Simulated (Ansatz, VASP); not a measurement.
## Two plane-wave programs on Ge

```
Ge
1.0
     0.00000    2.83601    2.83601
     2.83601    0.00000    2.83601
     2.83601    2.83601    0.00000
Ge
2
Cartesian
  2.8360 2.8360 2.8360
  4.2540 4.2540 4.2540
```

Alike in both runs: task single point; functional r2SCAN; k mesh 10 × 10 × 10; no spin polarisation.

|  | VASP | Ansatz |
| --- | --- | --- |
| version | VASP 6.6.1 | Ansatz 0.2.0 |
| potentials or method | VASP PAW PBE potentials, release 64 (Ge_d), cutoff 520 eV | plane waves (500 eV) with PAW, scalar-relativistic |
| occupations | methfessel-paxton of order 1, width 0.3 eV | cold, width 0.3 eV |
| valence electrons in the cell | 28 | 28 |

|  | VASP | Ansatz | Ansatz less VASP |
| --- | --- | --- | --- |
| pressure (GPa) | 0.1 | 0.1 | -0.04 |

VASP's potentials were made for PBE, not for r2SCAN.
